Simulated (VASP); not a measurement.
The system is GaAs.

```
As Ga
1.0
     0.00000    2.82685    2.82685
     2.82685    0.00000    2.82685
     2.82685    2.82685    0.00000
As Ga
1 1
Cartesian
  4.2403 4.2403 4.2403
  0.0000 0.0000 0.0000
```

| Quantity | Value |
| --- | --- |
| Program | VASP 6.6.1 |
| Task | relaxation of cell and atoms |
| Functional | optB88-vdW |
| Potentials or basis | VASP PAW PBE potentials, release 64 (As, Ga_d) |
| Cutoff | 750 eV |
| k mesh | 9 × 9 × 9 |
| Occupations | gaussian, width 0.03 eV |
| Spin | no spin polarisation |

At the start: pressure 3.2 GPa; volume 22.59 Å³/atom.

Question: How do energy, volume and symmetry change on relaxing?

Answer: Over 6 steps the energy falls by 10.1 meV/atom and the volume is 23.67 Å³/atom (+4.8 %); space group F-43m (No. 216, to 0.1 Å) before and after.

Step by step:
```csv
step,energy change (eV),largest force (eV/Å),pressure (GPa),volume (Å³)
1,0.0000,0.0000,3.17,45.18
2,-0.0177,0.0000,-0.98,48.16
3,-0.0202,0.0000,0.00,47.33
4,-0.0203,0.0000,0.01,47.33
5,-0.0203,0.0000,-0.01,47.35
6,-0.0203,0.0000,0.00,47.35
```

Final structure:
```cif
data_structure
_symmetry_space_group_name_H-M 'P 1'
_symmetry_Int_Tables_number 1
_cell_length_a 4.0607
_cell_length_b 4.0607
_cell_length_c 4.0607
_cell_angle_alpha 60.000
_cell_angle_beta 60.000
_cell_angle_gamma 60.000
_cell_volume 47.35
loop_
_atom_site_label
_atom_site_type_symbol
_atom_site_fract_x
_atom_site_fract_y
_atom_site_fract_z
_atom_site_occupancy
As1 As 0.75000 0.75000 0.75000 1
Ga1 Ga 0.00000 0.00000 0.00000 1
```

Caveat: the PAW data sets were made with another functional, which shifts forces and pressure a little.
